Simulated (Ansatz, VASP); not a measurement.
## One calculation of ReO3F, two programs

```
Re O F
1.0
    11.09000    0.00000    0.00000
     0.00000   11.09000    0.00000
     0.00000    0.00000   11.09000
Re O F
1 3 1
Direct
  0.50297 0.49674 0.50297
  0.59394 0.58260 0.59394
  0.41711 0.40577 0.59394
  0.59394 0.40577 0.41711
  0.40577 0.59394 0.40577
```

Alike in both runs: task single point; functional PBE; k mesh 1 × 1 × 1; occupations gaussian, width 0.01 eV; non-collinear spin, spin-orbit coupling.

|  | VASP | Ansatz |
| --- | --- | --- |
| version | VASP 6.6.1 | Ansatz 0.2.0 |
| potentials or method | VASP PAW PBE potentials, release 64 (Re_sv_GW, O, F), cutoff 520 eV | plane waves, PAW |
| valence electrons in the cell | 40 | 40 |

Ansatz gave:

* rms of the force components (eV/Å): 0.284
* net moment per atom (μB): 0.00

**Question.** Estimate VASP's values.

**Answer.** rms of the force components (eV/Å): 0.123; net moment per atom (μB): 0.00.

Atom by atom the forces differ by 0.166 eV/Å (rms over components). One of these differences is far larger than is usual between the two programs; its cause wasn't traced. Ansatz's warnings: xc potential rough in thin density.
